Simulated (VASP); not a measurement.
GaAs:

```xyz
2
Lattice="0.0000 2.8331 2.8331 2.8331 0.0000 2.8331 2.8331 2.8331 0.0000" Properties=species:S:1:pos:R:3 pbc="T T T"
Ga    0.0000    0.0000    0.0000
As    1.4165    1.4165    1.4165
```

Base run:

* Program: VASP 6.6.1
* Functional: PBE
* Potentials or basis: VASP PAW PBE potentials, release 64 (Ga_d, As)
* Cutoff: 520 eV
* k mesh: 6 × 6 × 6
* Occupations: gaussian, width 0.01 eV
* Spin: no spin polarisation

Its results: band gap on the k mesh 0.47 eV, direct; pressure 2.9 GPa.

Question: The run is repeated on the same cell with these changes: k mesh from 6 × 6 × 6 to 6 × 6 × 6, shifted. What comes out?

Answer: Band gap on the k mesh 1.15 eV, indirect (least direct gap 1.44 eV); pressure 3.0 GPa.

A k mesh can miss the band edges.
